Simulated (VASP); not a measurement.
# Ca3Mg13O16 in VASP: single point with PBEsol

Aim: the single point of Ca3Mg13O16 with PBEsol.

Program: VASP 6.6.1. These are calculated values, not measurements. Logs are shortened: lines on timing, memory, paths and dates and some standing lists are left out, and cuts for length are marked.

## 1. The cell of the first run

The typed cell holds 64 atoms: a = 8.706 Å, b = 8.706 Å, c = 8.706 Å, α = 90.00°, β = 90.00°, γ = 90.00°.

## 2. Single point, PBEsol

Input file INCAR:

```
SYSTEM = Ca3Mg13O16
PREC = Accurate
ENCUT = 520
EDIFF = 1E-6
ISMEAR = -1
SIGMA = 0.05
LREAL = Auto
LASPH = .TRUE.
NELM = 80
ALGO = Normal
ISIF = 2
LWAVE = .FALSE.
LCHARG = .FALSE.
GGA = PS
NBANDS = 190
ISYM = 0
```

Input file KPOINTS:

```
Automatic mesh
0
Gamma
  1 1 1
  0.25 0.25 0.25
```

Input file POSCAR:

```
Ca3Mg13O16
1.0
    8.7058235671      0.0000000000      0.0000000000
    0.0000000000      8.7058235671      0.0000000000
    0.0000000000      0.0000000000      8.7058235671
O Mg Ca
32 26 6
Direct
    0.2492280000      0.0001120000      0.0009790000
    0.2492410000      0.0001180000      0.4997960000
    0.2492200000      0.5000990000      0.0009780000
    0.2492370000      0.5001170000      0.4998160000
    0.7503910000      0.0000730000      0.0009660000
    0.7504100000      0.0001070000      0.4998150000
    0.7503830000      0.5000920000      0.0009740000
    0.7504130000      0.5001020000      0.4997980000
    0.9998330000      0.2500890000      0.0127690000
    0.9997890000      0.2501110000      0.4880080000
    0.9998420000      0.7500910000      0.0127660000
    0.9997850000      0.7501100000      0.4880080000
    0.4997780000      0.2500890000      0.0014380000
    0.4998620000      0.2501170000      0.4993400000
    0.4997620000      0.7500970000      0.0014370000
    0.4998590000      0.7501060000      0.4993370000
    0.9998110000      0.0001020000      0.2503870000
    0.9998080000      0.0001040000      0.7503950000
    0.9998190000      0.5001080000      0.2503890000
    0.9998190000      0.5001030000      0.7504060000
    0.4998510000      0.0001020000      0.2503960000
    0.4998220000      0.0001030000      0.7503840000
    0.4998090000      0.5001010000      0.2503940000
    0.4997940000      0.5001020000      0.7503960000
    0.2374330000      0.2501070000      0.2503830000
    0.2487620000      0.2501020000      0.7503640000
    0.2374340000      0.7501140000      0.2503860000
    0.2487620000      0.7501330000      0.7503710000
    0.7621940000      0.2501020000      0.2503840000
    0.7508640000      0.2501060000      0.7504080000
    0.7621900000      0.7501000000      0.2504010000
    0.7508620000      0.7500760000      0.7504230000
    0.9998190000      0.0001130000      0.0062280000
    0.9997870000      0.0000970000      0.4945390000
    0.9998240000      0.5001200000      0.0062240000
    0.9997990000      0.5000950000      0.4945290000
    0.4998020000      0.0000950000      0.0008160000
    0.4998280000      0.0001110000      0.4999540000
    0.4998080000      0.5001020000      0.0008080000
    0.4998090000      0.5001020000      0.4999550000
    0.2466600000      0.2501020000      0.0035480000
    0.2466400000      0.2501040000      0.4972320000
    0.2466650000      0.7500980000      0.0035400000
    0.2466480000      0.7501190000      0.4972280000
    0.7529860000      0.2501010000      0.0035600000
    0.7529530000      0.2501070000      0.4972290000
    0.7529860000      0.7501040000      0.0035330000
    0.7529570000      0.7500930000      0.4972140000
    0.2439510000      0.0000990000      0.2503910000
    0.2493830000      0.0001030000      0.7503840000
    0.2439660000      0.5000910000      0.2503870000
    0.2493840000      0.5001010000      0.7503640000
    0.7556370000      0.0000920000      0.2503810000
    0.7502440000      0.0001050000      0.7503980000
    0.7556510000      0.5001090000      0.2503820000
    0.7502540000      0.5000990000      0.7504130000
    0.9998050000      0.2500950000      0.2503830000
    0.9998130000      0.7501010000      0.2503850000
    0.9998140000      0.2501040000      0.7503840000
    0.9998140000      0.7501040000      0.7503720000
    0.4998090000      0.2501020000      0.2503840000
    0.4998150000      0.2501010000      0.7503910000
    0.4998010000      0.7500990000      0.2503800000
    0.4998200000      0.7501030000      0.7503820000
```

Potentials or basis: VASP PAW PBE potentials, release 64 (O, Mg, Ca_sv).

The run is started by

```console
cat potpaw_PBE.64/O/POTCAR potpaw_PBE.64/Mg/POTCAR potpaw_PBE.64/Ca_sv/POTCAR > POTCAR
mpirun -np 1 vasp_std > vasp.out
```

OUTCAR:

```text
SYSTEM = Ca3Mg13O16
   PREC = Accurate
   ENCUT = 520
   EDIFF = 1E-6
   ISMEAR = -1
   LREAL = Auto
   LASPH = .TRUE.
   NELM = 80
   ISIF = 2
   GGA = PS
   ISYM = 0

 ion  position               nearest neighbor table
   1  0.249  0.000  0.001-  33 2.17  49 2.17  41 2.18  43 2.18  37 2.18  50 2.18
   2  0.249  0.000  0.500-  49 2.17  34 2.17  42 2.18  44 2.18  38 2.18  50 2.18
   3  0.249  0.500  0.001-  35 2.17  51 2.17  41 2.18  43 2.18  39 2.18  52 2.18
   4  0.249  0.500  0.500-  51 2.17  36 2.17  44 2.18  42 2.18  52 2.18  40 2.18
   5  0.750  0.000  0.001-  53 2.17  33 2.17  47 2.18  45 2.18  54 2.18  37 2.18
   6  0.750  0.000  0.500-  34 2.17  53 2.17  46 2.18  48 2.18  38 2.18  54 2.18
[... 76 lines left out ...]
  58  1.000  0.750  0.250-  11 2.07  27 2.07  31 2.07  12 2.07  19 2.18  17 2.18  44 3.04  47 3.04
                            48 3.04  43 3.04  49 3.04  35 3.04  34 3.04  36 3.04  55 3.04  51 3.04
  59  1.000  0.250  0.750-  26 2.17  30 2.17  20 2.18  18 2.18  10 2.28   9 2.28  56 3.08  52 3.08
                            54 3.08  50 3.08  42 3.08  45 3.08  41 3.08  46 3.08  33 3.11  36 3.11
  60  1.000  0.750  0.750-  28 2.17  32 2.17  18 2.18  20 2.18  12 2.28  11 2.28  56 3.08  50 3.08
                            54 3.08  52 3.08  44 3.08  47 3.08  48 3.08  43 3.08  34 3.11  35 3.11
  61  0.500  0.250  0.250-  13 2.17  14 2.17  23 2.18  21 2.18  25 2.28  29 2.28  38 3.08  40 3.08
                            37 3.08  39 3.08  41 3.08  46 3.08  45 3.08  42 3.08  51 3.11  53 3.11
  62  0.500  0.250  0.750-  22 2.18  24 2.18  13 2.19  30 2.19  14 2.19  26 2.19  39 3.08  54 3.08
                            38 3.08  50 3.08  37 3.08  52 3.08  40 3.08  56 3.08  46 3.12  41 3.12
  63  0.500  0.750  0.250-  15 2.17  16 2.17  23 2.18  21 2.18  27 2.28  31 2.28  37 3.08  39 3.08
                            40 3.08  38 3.08  43 3.08  48 3.08  44 3.08  47 3.08  53 3.11  55 3.11
  64  0.500  0.750  0.750-  22 2.18  24 2.18  32 2.19  16 2.19  15 2.19  28 2.19  54 3.08  37 3.08
                            39 3.08  40 3.08  38 3.08  50 3.08  56 3.08  52 3.08  48 3.12  43 3.12

IMPORTANT INFORMATION: All symmetrisations will be switched off!
NOSYMM: (Re-)initialisation of all symmetry stuff for point group C_1.

----------------------------------------------------------------------------------------

                                     Primitive cell

  volume of cell :     659.8262

  direct lattice vectors                    reciprocal lattice vectors
     8.705823567  0.000000000  0.000000000     0.114865640  0.000000000  0.000000000
     0.000000000  8.705823567  0.000000000     0.000000000  0.114865640  0.000000000
     0.000000000  0.000000000  8.705823567     0.000000000  0.000000000  0.114865640

  length of vectors
     8.705823567  8.705823567  8.705823567     0.114865640  0.114865640  0.114865640

  position of ions in fractional coordinates (direct lattice)
     0.249228000  0.000112000  0.000979000
     0.249241000  0.000118000  0.499796000
     0.249220000  0.500099000  0.000978000
     0.249237000  0.500117000  0.499816000
     0.750391000  0.000073000  0.000966000
     0.750410000  0.000107000  0.499815000
[... 56 lines left out ...]
     0.499801000  0.750099000  0.250380000
     0.499820000  0.750103000  0.750382000

  ion indices of the primitive-cell ions
   primitive index   ion index
                 1           1
                 2           2
                 3           3
                 4           4
                 5           5
                 6           6
[... 56 lines left out ...]
                63          63
                64          64

----------------------------------------------------------------------------------------

 KPOINTS: Automatic mesh

Automatic generation of k-mesh.
 Grid dimensions read from file:
 generate k-points for:    1    1    1

 Generating k-lattice:

  Cartesian coordinates                     Fractional coordinates (reciprocal lattice)
     0.114865640  0.000000000  0.000000000     1.000000000  0.000000000  0.000000000
     0.000000000  0.114865640  0.000000000     0.000000000  1.000000000  0.000000000
     0.000000000  0.000000000  0.114865640     0.000000000  0.000000000  1.000000000

  Length of vectors
     0.114865640  0.114865640  0.114865640

  Shift w.r.t. Gamma in fractional coordinates (k-lattice)
     0.250000000  0.250000000  0.250000000

 Subroutine IBZKPT returns following result:
 ===========================================

 Found      4 irreducible k-points:

 Following reciprocal coordinates:
            Coordinates               Weight
  0.250000  0.250000  0.250000      2.000000
 -0.250000  0.250000  0.250000      2.000000
 -0.250000 -0.250000  0.250000      2.000000
  0.250000 -0.250000  0.250000      2.000000
   k-points           NKPTS =      4   k-points in BZ     NKDIM =      4   number of bands    NBANDS=    190
   number of dos      NEDOS =    301   number of ions     NIONS =     64
   total plane-waves  NPLWV = 343000
   dimension x,y,z NGX =    70 NGY =   70 NGZ =   70
   dimension x,y,z NGXF=   140 NGYF=  140 NGZF=  140
   ions per type =              32  26   6
   NGX,Y,Z   is equivalent  to a cutoff of  13.37, 13.37, 13.37 a.u.
   NGXF,Y,Z  is equivalent  to a cutoff of  26.73, 26.73, 26.73 a.u.
 SYSTEM =  Ca3Mg13O16
   PREC   = accura    normal or accurate (medium, high low for compatibility)
   ISTART =      0    job   : 0-new  1-cont  2-samecut
   ICHARG =      2    charge: 1-file 2-atom 10-const
   ISPIN  =      1    spin polarized calculation?
   LNONCOLLINEAR =      F non collinear calculations
   LSORBIT =      F    spin-orbit coupling
   LASPH  =      T    aspherical Exc in radial PAW
   ENCUT  =  520.0 eV  38.22 Ry    6.18 a.u.  16.19 16.19 16.19*2*pi/ulx,y,z
   NELM   =     80;   NELMIN=  2; NELMDL= -5     # of ELM steps
   EDIFF  = 0.1E-05   stopping-criterion for ELM
   LREAL  =      T    real-space projection
   EDIFFG = 0.1E-04   stopping-criterion for IOM
   NSW    =      0    number of steps for IOM
   IBRION =     -1    ionic relax: 0-MD 1-quasi-New 2-CG
   NFREE  =      0    steps in history (QN), initial steepest desc. (CG)
   ISIF   =      2    stress and relaxation
   ISYM   =      0    0-nonsym 1-usesym 2-fastsym
   POTIM  = 0.5000    time-step for ionic-motion
   TEBEG  =    0.0;   TEEND  =   0.0 temperature during run
   PSTRESS=    0.0 pullay stress
   NELECT =     304.0000    total number of electrons
   NUPDOWN=      -1.0000    fix difference up-down
   EMIN   =  10.00;   EMAX   =-10.00  energy-range for DOS
   EFERMI =   0.00;   METHOD = LEGACY
   ISMEAR =    -1;   SIGMA  =   0.05  broadening in eV -4-tet -1-fermi 0-gaus
   EFERMI_NEDOS =   21; number of points for ismear=-14 and -15
   IALGO  =     38    algorithm
   IMIX   =      4    mixing-type and parameters
     AMIX     =   0.40;   BMIX     =  1.00
     AMIX_MAG =   1.60;   BMIX_MAG =  1.00
  volume/ion in A,a.u.               =      10.31        69.57
  Fermi-wavevector in a.u.,A,eV,Ry     =   1.264415  2.389397 21.752236  1.598744
  Thomas-Fermi vector in A             =   2.397721
   LORBIT       =      0    0 simple, 1 ext, 2 COOP (PROOUT), +10 PAW based schemes
   GGA     = PS    functional components
   LHFCALC =     F    Hartree Fock is set to
   AEXX    =    0.0000 exact exchange contribution
   IVDW    =     0    specifies the selected vdW correction
   LEPSILON=     F    determine dielectric tensor
   LRPA    =     F    only Hartree local field effects (RPA)
 non-spin polarized calculation
  energy-cutoff  :      520.00
  volume of cell :      659.83
 maximum number of plane-waves:     17755
 NGX is ok and might be reduce to    70
   NGX = 33   NGY = 33   NGZ = 33

 number of electron     303.9999916 magnetization

 Free energy of the ion-electron system (eV)
  ---------------------------------------------------
  ext. energy  EPLUGINS =         0.00000000
  ---------------------------------------------------
  free energy    TOTEN  =      -399.17288269 eV

  energy without entropy =     -399.17288269  energy(sigma->0) =     -399.17288269

 E-fermi :   4.0323     XC(G=0): -11.1195

 val. band max:        2.7528834895   @ k =   0.2500  -0.2500   0.2500
 cond. band min:       7.6045604227   @ k =  -0.2500   0.2500   0.2500
 fundamental gap:      4.8516769331
 Fermi energy:         4.0323006640

 k-point     1 :       0.2500    0.2500    0.2500
  band No.  band energies     occupation
      1     -33.0898      2.00000
      2     -33.0897      2.00000
      3     -33.0852      2.00000
      4     -33.0851      2.00000
      5     -32.7890      2.00000
      6     -32.7841      2.00000
[... 156 lines left out ...]
    163       9.9167      0.00000
    164       9.9328      0.00000

 k-point     2 :      -0.2500    0.2500    0.2500
  band No.  band energies     occupation
      1     -33.0898      2.00000
      2     -33.0897      2.00000
      3     -33.0852      2.00000
      4     -33.0851      2.00000
      5     -32.7890      2.00000
      6     -32.7841      2.00000
[... 156 lines left out ...]
    163       9.9166      0.00000
    164       9.9326      0.00000

 k-point     3 :      -0.2500   -0.2500    0.2500
  band No.  band energies     occupation
      1     -33.0898      2.00000
      2     -33.0897      2.00000
      3     -33.0852      2.00000
      4     -33.0851      2.00000
      5     -32.7890      2.00000
      6     -32.7841      2.00000
[... 156 lines left out ...]
    163       9.9166      0.00000
    164       9.9326      0.00000

 k-point     4 :       0.2500   -0.2500    0.2500
  band No.  band energies     occupation
      1     -33.0898      2.00000
      2     -33.0897      2.00000
      3     -33.0852      2.00000
      4     -33.0851      2.00000
      5     -32.7890      2.00000
      6     -32.7841      2.00000
[... 156 lines left out ...]
    163       9.9166      0.00000
    164       9.9328      0.00000
 [bands above 164 left out]

------------------------ aborting loop because EDIFF is reached ----------------------------------------

  FORCE on cell =-STRESS in cart. coord.  units (eV):
  Direction    XX          YY          ZZ          XY          YZ          ZX
  --------------------------------------------------------------------------------------
  -------------------------------------------------------------------------------------
  Total       -1.6255093      1.8939351     -1.6087444     -0.0013418      0.0046852     -0.0159647
  in kB       -3.9470304      4.5988167     -3.9063222     -0.0032581      0.0113766     -0.0387653
  external PRESSURE =      -1.0848453 kB  Pullay stress =       0.0000000 kB

 VOLUME and BASIS-vectors are now :
 -----------------------------------------------------------------------------
  energy-cutoff  :      520.00
  volume of cell :      659.83
      direct lattice vectors                 reciprocal lattice vectors
     8.705823567  0.000000000  0.000000000     0.114865640  0.000000000  0.000000000
     0.000000000  8.705823567  0.000000000     0.000000000  0.114865640  0.000000000
     0.000000000  0.000000000  8.705823567     0.000000000  0.000000000  0.114865640

 POSITION                                       TOTAL-FORCE (eV/Angst)
 -----------------------------------------------------------------------------------
      2.16973      0.00098      0.00852        -0.001194     -0.000282     -0.002763
      2.16985      0.00103      4.35114        -0.002701     -0.000881      0.001075
      2.16967      4.35377      0.00851        -0.000910      0.000163     -0.003350
      2.16981      4.35393      4.35131        -0.002411     -0.000586      0.000591
      6.53277      0.00064      0.00841         0.000719      0.001154     -0.002091
      6.53294      0.00093      4.35130         0.001141     -0.000087      0.002312
[... 56 lines left out ...]
      4.35118      6.53023      2.17976         0.000973     -0.000039     -0.000267
      4.35134      6.53026      6.53269        -0.000507     -0.000433     -0.000725
 -----------------------------------------------------------------------------------
    total drift:                               -0.009030     -0.003076     -0.005529

  FREE ENERGIE OF THE ION-ELECTRON SYSTEM (eV)
  ---------------------------------------------------
  free  energy   TOTEN  =      -399.1728826918 eV

  energy  without entropy=     -399.1728826918  energy(sigma->0) =     -399.17288269
```

Wall time 14 min (1 thread of Intel Xeon Platinum 8559C (Emerald Rapids), shared host); peak memory 0.88 GiB.

Results:

| Item | Value |
| --- | --- |
| Free energy | -399.1729 eV |
| Pressure | -0.1 GPa |
| Largest force | 0.046 eV/Å |
| Band gap on the k mesh | 4.85 eV |

Forces on the atoms (eV/Å):
```
O   -0.001  0.000 -0.003
O   -0.003 -0.001  0.001
O   -0.001  0.000 -0.003
O   -0.002 -0.001  0.001
O    0.001  0.001 -0.002
O    0.001  0.000  0.002
O    0.000  0.000 -0.002
O    0.001  0.000  0.003
O   -0.002  0.001  0.041
O    0.001  0.001 -0.039
O   -0.002  0.001  0.041
O    0.002  0.001 -0.039
O    0.002  0.001 -0.005
O   -0.002  0.001  0.003
O    0.002  0.001 -0.005
O   -0.002  0.001  0.003
O   -0.001  0.000  0.004
O    0.000  0.000  0.004
O   -0.001  0.000  0.004
O    0.000  0.000  0.004
O   -0.001  0.000  0.004
O   -0.001  0.000  0.004
O    0.000  0.000  0.004
O    0.000  0.000  0.003
O   -0.046 -0.001 -0.001
O    0.010 -0.001 -0.003
O   -0.046 -0.001 -0.001
O    0.010 -0.002 -0.003
O    0.043 -0.001 -0.003
O   -0.007  0.000 -0.001
O    0.043 -0.001 -0.004
O   -0.006  0.000 -0.002
Mg   0.000 -0.001  0.009
Mg   0.000  0.001 -0.008
Mg   0.001 -0.001  0.010
Mg   0.000  0.001 -0.008
Mg   0.000  0.000  0.001
Mg   0.001 -0.001  0.001
Mg  -0.001  0.000  0.001
Mg   0.002  0.000  0.001
Mg  -0.002  0.000  0.005
Mg  -0.001 -0.001 -0.006
Mg  -0.003  0.000  0.005
Mg  -0.002 -0.001 -0.006
Mg   0.002  0.000  0.004
Mg   0.004  0.000 -0.005
Mg   0.003  0.000  0.006
Mg   0.003  0.000 -0.004
Mg  -0.007  0.001 -0.001
Mg   0.003  0.000 -0.001
Mg  -0.008  0.001 -0.001
Mg   0.002  0.000  0.000
Mg   0.008  0.000  0.000
Mg  -0.001  0.000 -0.001
Mg   0.007  0.000  0.000
Mg  -0.002  0.000 -0.002
Mg   0.000  0.000 -0.001
Mg   0.000  0.000 -0.001
Ca   0.000  0.000 -0.001
Ca   0.000  0.000  0.000
Ca   0.001  0.000 -0.001
Ca   0.000  0.000 -0.001
Ca   0.001  0.000  0.000
Ca  -0.001  0.000 -0.001
```

Caveat: the k points lie up to 0.72 Å⁻¹ apart; the PAW data sets were made with another functional, which shifts forces and pressure a little. PBEsol gaps usually lie below the measured ones, often by a third to a half.
